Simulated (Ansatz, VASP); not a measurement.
S: VASP beside Ansatz

```xyz
1
Lattice="2.3417 0.0000 0.0000 0.0000 2.3925 0.0000 0.0000 0.0000 4.4801" Properties=species:S:1:pos:R:3 pbc="T T T"
S     1.1708    0.0000    0.0000
```

Alike in both runs: functional PBE; k mesh 24 × 22 × 12; occupations gaussian, width 0.1 eV; no spin polarisation.

Ansatz relaxed the structure, and its values are those at the end. VASP's run is a single point on that final structure, the one shown.

|  | VASP | Ansatz |
| --- | --- | --- |
| version | VASP 6.6.1 | Ansatz 0.2.0 |
| potentials or method | VASP PAW PBE potentials, release 64 (S), cutoff 520 eV | scalar-relativistic, plane waves, PAW |
| valence electrons in the cell | 6 | 6 |

|  | VASP | Ansatz | Ansatz less VASP |
| --- | --- | --- | --- |
| gap on the k mesh at the Fermi level (eV) | none | none | - |
| pressure (GPa) | -0.2 | 0.0 | +0.18 |

A gap of «none» marks a metal or a gap that the smearing closes.
